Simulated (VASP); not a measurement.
# Cu (I4/mmm) in VASP: notebook

Runs on Cu. Level: PBE. Tasks: single point.

All numbers are computed with VASP 6.6.1; they aren't measurements. Logs are shortened: lines on timing, memory, paths and dates and some standing lists are left out, and cuts for length are marked.

**1. The cell of the first run**

It takes space group I4/mmm (No. 139, tetragonal). Conventional cell: a = 2.867 Å, b = 2.867 Å, c = 3.216 Å, α = 90.00°, β = 90.00°, γ = 90.00°. Within 3.4 Å of Cu (site symmetry 4/mmm) lie 14 Cu at 2.59 to 3.22 Å.

**2. Single point, PBE (13.22 Å³/atom)**

INCAR reads:

```
PREC = Accurate
ENCUT = 520
EDIFF = 1E-6
ISMEAR = 0
SIGMA = 0.15
LREAL = False
LASPH = True
NELM = 100
ALGO = Fast
ISIF = 2
LWAVE = False
LCHARG = False
GGA = PE
NBANDS = 12
```

KPOINTS reads:

```
Automatic mesh
0
Gamma
  24 24 24
```

POSCAR reads:

```
Cu
1.0
    0.0000000000      2.0272984210      1.6080531075
    2.0272984210      0.0000000000      1.6080531075
    2.0272984210      2.0272984210      0.0000000000
Cu
1
Direct
    0.0000000000      0.0000000000      0.0000000000
```

Potentials or basis: VASP PAW PBE potentials, release 64 (Cu).

Launch:

```console
cat potpaw_PBE.64/Cu/POTCAR > POTCAR
mpirun -np 1 vasp_std > vasp.out
```

OUTCAR:

```text
PREC = Accurate
   ENCUT = 520
   EDIFF = 1E-6
   ISMEAR = 0
   LREAL = False
   LASPH = True
   NELM = 100
   ISIF = 2
   GGA = PE

 ion  position               nearest neighbor table
   1  0.000  0.000  0.000-

  LATTYP: Found a body centered tetragonal cell.
 ALAT       =     2.8670329220
 C/A-ratio  =     1.1217541976

  Lattice vectors:

 A1 = (   0.0000000000,  -2.0272984210,  -1.6080531075)
 A2 = (   0.0000000000,   2.0272984210,  -1.6080531075)
 A3 = (   2.0272984210,   0.0000000000,   1.6080531075)

Analysis of symmetry for initial positions (statically):
=====================================================================
 Subroutine PRICEL returns:
 Original cell was already a primitive cell.

 Routine SETGRP: Setting up the symmetry group for a
 body centered tetragonal supercell.

 Subroutine GETGRP returns: Found 16 space group operations
 (whereof 16 operations were pure point group operations)
 out of a pool of 16 trial point group operations.

The static configuration has the point symmetry D_4h.

Analysis of symmetry for dynamics (positions and initial velocities):
=====================================================================
 Subroutine PRICEL returns:
 Original cell was already a primitive cell.

 Routine SETGRP: Setting up the symmetry group for a
 body centered tetragonal supercell.

 Subroutine GETGRP returns: Found 16 space group operations
 (whereof 16 operations were pure point group operations)
 out of a pool of 16 trial point group operations.

The dynamic configuration has the point symmetry D_4h.

 Subroutine INISYM returns: Found 16 space group operations
 (whereof 16 operations are pure point group operations),
 and found     1 'primitive' translations

----------------------------------------------------------------------------------------

                                     Primitive cell

  volume of cell :      13.2180

  direct lattice vectors                    reciprocal lattice vectors
     0.000000000  2.027298421  1.608053107    -0.246633645  0.246633645  0.310935004
     2.027298421  0.000000000  1.608053107     0.246633645 -0.246633645  0.310935004
     2.027298421  2.027298421  0.000000000     0.246633645  0.246633645 -0.310935004

  length of vectors
     2.587619308  2.587619308  2.867032922     0.467265328  0.467265328  0.467265328

  position of ions in fractional coordinates (direct lattice)
     0.000000000  0.000000000  0.000000000

  ion indices of the primitive-cell ions
   primitive index   ion index
                 1           1

----------------------------------------------------------------------------------------

 KPOINTS: Automatic mesh

Automatic generation of k-mesh.
 Grid dimensions read from file:
 generate k-points for:   24   24   24

 Generating k-lattice:

  Cartesian coordinates                     Fractional coordinates (reciprocal lattice)
    -0.010276402  0.010276402  0.012955625     0.041666667  0.000000000  0.000000000
     0.010276402 -0.010276402  0.012955625     0.000000000  0.041666667  0.000000000
     0.010276402  0.010276402 -0.012955625     0.000000000  0.000000000  0.041666667

  Length of vectors
     0.019469389  0.019469389  0.019469389

  Shift w.r.t. Gamma in fractional coordinates (k-lattice)
     0.000000000  0.000000000  0.000000000

 Subroutine IBZKPT returns following result:
 ===========================================

 Found   1063 irreducible k-points:

 Following reciprocal coordinates:
            Coordinates               Weight
  0.000000  0.000000  0.000000      1.000000
  0.041667 -0.000000  0.000000      8.000000
  0.083333 -0.000000  0.000000      8.000000
  0.125000 -0.000000  0.000000      8.000000
  0.166667  0.000000  0.000000      8.000000
  0.208333 -0.000000  0.000000      8.000000
[... 16 lines left out ...]
  0.416667  0.041667  0.000000      8.000000
  0.458333  0.041667  0.000000      8.000000
 [... further k-points ...]
   k-points           NKPTS =   1063   k-points in BZ     NKDIM =   1063   number of bands    NBANDS=     12
   number of dos      NEDOS =    301   number of ions     NIONS =      1
   total plane-waves  NPLWV =   9600
   dimension x,y,z NGX =    20 NGY =   20 NGZ =   24
   dimension x,y,z NGXF=    40 NGYF=   40 NGZF=   48
   ions per type =               1
   NGX,Y,Z   is equivalent  to a cutoff of  12.85, 12.85, 13.92 a.u.
   NGXF,Y,Z  is equivalent  to a cutoff of  25.70, 25.70, 27.83 a.u.
 SYSTEM =  unknown system
   PREC   = accura    normal or accurate (medium, high low for compatibility)
   ISTART =      0    job   : 0-new  1-cont  2-samecut
   ICHARG =      2    charge: 1-file 2-atom 10-const
   ISPIN  =      1    spin polarized calculation?
   LNONCOLLINEAR =      F non collinear calculations
   LSORBIT =      F    spin-orbit coupling
   LASPH  =      T    aspherical Exc in radial PAW
   ENCUT  =  520.0 eV  38.22 Ry    6.18 a.u.   4.81  4.81  5.33*2*pi/ulx,y,z
   NELM   =    100;   NELMIN=  2; NELMDL= -5     # of ELM steps
   EDIFF  = 0.1E-05   stopping-criterion for ELM
   LREAL  =      F    real-space projection
   EDIFFG = 0.1E-04   stopping-criterion for IOM
   NSW    =      0    number of steps for IOM
   IBRION =     -1    ionic relax: 0-MD 1-quasi-New 2-CG
   NFREE  =      0    steps in history (QN), initial steepest desc. (CG)
   ISIF   =      2    stress and relaxation
   ISYM   =      2    0-nonsym 1-usesym 2-fastsym
   POTIM  = 0.5000    time-step for ionic-motion
   TEBEG  =    0.0;   TEEND  =   0.0 temperature during run
   PSTRESS=    0.0 pullay stress
   NELECT =      11.0000    total number of electrons
   NUPDOWN=      -1.0000    fix difference up-down
   EMIN   =  10.00;   EMAX   =-10.00  energy-range for DOS
   EFERMI =   0.00;   METHOD = LEGACY
   ISMEAR =     0;   SIGMA  =   0.15  broadening in eV -4-tet -1-fermi 0-gaus
   EFERMI_NEDOS =   21; number of points for ismear=-14 and -15
   IALGO  =     68    algorithm
   IMIX   =      4    mixing-type and parameters
     AMIX     =   0.40;   BMIX     =  1.00
     AMIX_MAG =   1.60;   BMIX_MAG =  1.00
  volume/ion in A,a.u.               =      13.22        89.20
  Fermi-wavevector in a.u.,A,eV,Ry     =   1.539869  2.909931 32.262093  2.371197
  Thomas-Fermi vector in A             =   2.646036
   LORBIT       =      0    0 simple, 1 ext, 2 COOP (PROOUT), +10 PAW based schemes
   GGA     = PE    functional components
   LHFCALC =     F    Hartree Fock is set to
   AEXX    =    0.0000 exact exchange contribution
   IVDW    =     0    specifies the selected vdW correction
   LEPSILON=     F    determine dielectric tensor
   LRPA    =     F    only Hartree local field effects (RPA)
 non-spin polarized calculation
 RMM-DIIS sequential band-by-band and
 Gauss-broadening in eV      SIGMA  =   0.15
  energy-cutoff  :      520.00
  volume of cell :       13.22
 maximum number of plane-waves:       374
   NGX =  9   NGY =  9   NGZ = 11

 number of electron      10.9999996 magnetization

 Free energy of the ion-electron system (eV)
  ---------------------------------------------------
  ext. energy  EPLUGINS =         0.00000000
  ---------------------------------------------------
  free energy    TOTEN  =        -3.66050060 eV

  energy without entropy =       -3.65621155  energy(sigma->0) =       -3.65835608

 E-fermi :   6.2696     XC(G=0): -12.0858

 val. band max:        6.2650258826   @ k =  -0.2917   0.0000   0.2083
 cond. band min:       6.2759712232   @ k =   0.5000   0.1250   0.3750
 fundamental gap:      0.0109453407
 Fermi energy:         6.2695762900

 k-point     1 :       0.0000    0.0000    0.0000
  band No.  band energies     occupation
      1      -2.2530      2.00000
      2       3.4250      2.00000
      3       3.4250      2.00000
      4       3.7524      2.00000
      5       4.1385      2.00000
      6       4.4702      2.00000
      7      28.9569      0.00000
      8      30.1634      0.00000
      9      30.1634      0.00000
     10      30.8510      0.00000
     11      32.6786      0.00000
     12      33.0854      0.00000

 k-point     2 :       0.0417   -0.0000    0.0000
  band No.  band energies     occupation
      1      -2.1930      2.00000
      2       3.4254      2.00000
      3       3.4331      2.00000
      4       3.7554      2.00000
      5       4.1338      2.00000
      6       4.4647      2.00000
      7      28.3988      0.00000
      8      29.5553      0.00000
      9      29.8821      0.00000
     10      30.5181      0.00000
     11      32.9403      0.00000
     12      33.0638      0.00000

 k-point     3 :       0.0833   -0.0000    0.0000
  band No.  band energies     occupation
      1      -2.0142      2.00000
      2       3.4254      2.00000
      3       3.4494      2.00000
      4       3.7725      2.00000
      5       4.1212      2.00000
      6       4.4499      2.00000
      7      26.5758      0.00000
      8      29.0066      0.00000
      9      29.2558      0.00000
     10      30.3114      0.00000
     11      32.2159      0.00000
     12      32.2814      0.00000
[... 286 lines left out ...]
 k-point    23 :       0.4167    0.0417    0.0000
  band No.  band energies     occupation
      1       1.6875      2.00000
      2       3.1447      2.00000
      3       4.0750      2.00000
      4       4.1573      2.00000
      5       4.8222      2.00000
      6       4.9531      2.00000
      7      11.5864      0.00000
      8      23.3053      0.00000
      9      23.9266      0.00000
     10      28.1333      0.00000
     11      30.0142      0.00000
     12      34.6474      0.00000

 k-point    24 :       0.4583    0.0417    0.0000
  band No.  band energies     occupation
      1       1.8134      2.00000
      2       3.1184      2.00000
      3       4.0547      2.00000
      4       4.3107      2.00000
      5       4.8951      2.00000
      6       5.5575      2.00000
      7      10.3633      0.00000
      8      23.1562      0.00000
      9      23.7760      0.00000
     10      27.9051      0.00000
     11      29.8807      0.00000
     12      34.0338      0.00000

 [... further k-points ...]

------------------------ aborting loop because EDIFF is reached ----------------------------------------

  FORCE on cell =-STRESS in cart. coord.  units (eV):
  Direction    XX          YY          ZZ          XY          YZ          ZX
  --------------------------------------------------------------------------------------
  -------------------------------------------------------------------------------------
  Total       -0.8544767     -0.8544767     -0.6897646      0.0000000      0.0000000      0.0000000
  in kB     -103.5726443   -103.5726443    -83.6076006      0.0000000      0.0000000      0.0000000
  external PRESSURE =     -96.9176297 kB  Pullay stress =       0.0000000 kB

 VOLUME and BASIS-vectors are now :
 -----------------------------------------------------------------------------
  energy-cutoff  :      520.00
  volume of cell :       13.22
      direct lattice vectors                 reciprocal lattice vectors
     0.000000000  2.027298421  1.608053107    -0.246633645  0.246633645  0.310935004
     2.027298421  0.000000000  1.608053107     0.246633645 -0.246633645  0.310935004
     2.027298421  2.027298421  0.000000000     0.246633645  0.246633645 -0.310935004

 POSITION                                       TOTAL-FORCE (eV/Angst)
 -----------------------------------------------------------------------------------
      0.00000      0.00000      0.00000         0.000000      0.000000      0.000000
 -----------------------------------------------------------------------------------
    total drift:                                0.000000      0.000000      0.000000

  FREE ENERGIE OF THE ION-ELECTRON SYSTEM (eV)
  ---------------------------------------------------
  free  energy   TOTEN  =        -3.6605006046 eV

  energy  without entropy=       -3.6562115484  energy(sigma->0) =       -3.65835608
```

Wall time 77 s (1 thread of Intel Xeon 6975P-C (Granite Rapids), shared host); peak memory 0.27 GiB.

What came out:

```yaml
Free_energy: -3.6605 eV
Pressure: -9.7 GPa
Band_gap_on_the_k_mesh: zero (an odd number of electrons rules out a gap without spin polarisation)
```

Caveat: the cell stands under tension.

**3. Single point, PBE (13.22 Å³/atom)**

INCAR reads:

```
PREC = Accurate ; ENCUT = 520
EDIFF = 1E-6 ; ISMEAR = 0
SIGMA = 0.15 ; LREAL = F
LASPH = T ; NELM = 80
ALGO = Fast ; ISIF = 2
LWAVE = F ; LCHARG = F
GGA = PE ; NBANDS = 12
```

KPOINTS reads:

```
regular mesh
0
Gamma
  24 24 24
```

POSCAR reads:

```
Cu
1.0
    0.0000000000      1.9255516070      1.7824831226
    1.9255516070      0.0000000000      1.7824831226
    1.9255516070      1.9255516070      0.0000000000
Cu
1
Direct
    0.0000000000      0.0000000000      0.0000000000
```

Potentials or basis: VASP PAW PBE potentials, release 64 (Cu).

Launch:

```console
cat potpaw_PBE.64/Cu/POTCAR > POTCAR
mpirun -np 1 vasp_std > vasp.out
```

Run time: 74 s. Hardware: 1 thread of Intel Xeon 6975P-C (Granite Rapids), shared host; peak memory 0.26 GiB.

It converged, with:

```yaml
Free_energy: -3.6814 eV
Pressure: -9.8 GPa
Band_gap_on_the_k_mesh: zero (an odd number of electrons rules out a gap without spin polarisation)
```

Stress tensor (GPa, compression positive):
```
-10.55   0.00   0.00
  0.00 -10.55   0.00
  0.00   0.00  -8.24
```

Levels at points of the mesh, in eV from the Fermi level:
| k point | band 4 | band 5 | band 6 | band 7 | band 8 | band 9 |
| --- | --- | --- | --- | --- | --- | --- |
| (0.00, 0.00, 0.00) | -2.50 | -2.18 | -1.89 | 21.79 | 23.51 | 23.51 |
| (0.50, 0.00, 0.00) | -1.61 | -1.47 | -0.67 | 3.25 | 19.24 | 19.31 |
| (0.50, 0.50, 0.00) | -1.41 | -1.41 | 2.66 | 7.69 | 11.13 | 11.13 |
| (0.50, 0.00, 0.50) | -1.52 | -1.34 | 1.10 | 5.73 | 12.78 | 12.97 |

Caveat: the cell stands under tension.

**4. Single point, PBE (13.86 Å³/atom)**

This run uses another cell than the first one, of 13.86 Å³/atom.

INCAR reads:

```
SYSTEM = Cu
PREC = Accurate
ENCUT = 520
EDIFF = 1E-6
ISMEAR = 0
SIGMA = 0.15
LREAL = .FALSE.
LASPH = .TRUE.
NELM = 100
ALGO = Fast
ISIF = 2
LWAVE = .FALSE.
LCHARG = .FALSE.
GGA = PE
NBANDS = 12
```

KPOINTS reads:

```
Automatic mesh
0
G
  24 24 24
  0 0 0
```

POSCAR reads:

```
Cu
1.0
    0.0000000000      1.8106529900      2.1130320393
    1.8106529900      0.0000000000      2.1130320393
    1.8106529900      1.8106529900      0.0000000000
Cu
1
Direct
    0.0000000000      0.0000000000      0.0000000000
```

Launch:

```console
cat potpaw_PBE.64/Cu/POTCAR > POTCAR
mpirun -np 1 vasp_std > vasp.out
```

Wall time 72 s (1 thread of Intel Xeon 6975P-C (Granite Rapids), shared host); peak memory 0.27 GiB.

It converged, with:

```yaml
Free_energy: -3.6054 eV
Pressure: -12.3 GPa
Band_gap_on_the_k_mesh: zero (an odd number of electrons rules out a gap without spin polarisation)
```

Stress tensor (GPa, compression positive):
```
 -9.64   0.00   0.00
  0.00  -9.64   0.00
  0.00   0.00 -17.73
```

Levels at points of the mesh, in eV from the Fermi level:
```
           k point  band 3  band 4  band 5  band 6  band 7  band 8  band 9  band 10
(0.00, 0.00, 0.00)   -2.35   -2.35   -2.32   -1.69   21.69   22.96   22.96    23.09
(0.50, 0.00, 0.00)   -2.35   -1.61   -1.44   -0.51    3.11   15.94   20.29    21.92
(0.50, 0.50, 0.00)   -1.48   -1.44   -1.44   -0.04    3.75   14.21   14.21    17.98
(0.50, 0.00, 0.50)   -1.64   -1.59   -1.18    2.64    7.36   10.75   11.36    15.34
```

Caveat: the cell stands under tension.

**5. Summary**

```csv
cell,gap on the mesh (eV),pressure (GPa)
"a = 2.588, b = 2.588, c = 2.867 Å, angles 56.4, 56.4, 67.3°, 1 atom",none,-9.7
"a = 2.624, b = 2.624, c = 2.723 Å, angles 58.7, 58.7, 62.5°, 1 atom",none,-9.8
"a = 2.783, b = 2.783, c = 2.561 Å, angles 62.6, 62.6, 54.8°, 1 atom",none,-12.3
```

Alike in all rows: task single point; level PBE; potentials or basis VASP PAW PBE potentials, release 64 (Cu); no spin polarisation; k mesh 24 × 24 × 24; cutoff (eV) 520; smearing gaussian 0.15 eV.

Caveats: the cell stands under tension.

Total energies depend on the potentials used, so only differences within one code and one set of settings carry meaning.
